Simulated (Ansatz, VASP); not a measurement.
## W in VASP and in Ansatz

```
CELL_PARAMETERS angstrom
0.00000 1.99913 1.89917
1.99913 0.00000 1.89917
1.99913 1.99913 0.00000
ATOMIC_POSITIONS crystal
W 0.00000 0.00000 0.00000
```

Change from the starting cell: engineering shear strain xz +0.0000, normal strain along z -0.0500.

Alike in both runs: task single point; functional PBEsol; k mesh 20 × 20 × 20; occupations gaussian, width 0.15 eV; no spin polarisation.

|  | VASP | Ansatz |
| --- | --- | --- |
| version | VASP 6.6.1 | Ansatz 0.2.0 |
| potentials or method | VASP PAW PBE potentials, release 64 (W_sv), cutoff 500 eV | scalar-relativistic, plane waves, PAW |
| valence electrons in the cell | 14 | 14 |

```csv
,VASP,Ansatz,Ansatz less VASP
gap on the k mesh at the Fermi level (eV),none,none,-
pressure (GPa),18.0,17.1,-0.85
"traceless stress, the component that is largest in VASP (GPa)",-11.60,-11.46,+0.137
```

VASP's potentials were made for PBE, not for PBEsol, and Ansatz warns of the same on its side. A gap of «none» marks a metal or a gap that the smearing closes.

Spin-orbit coupling is off throughout.
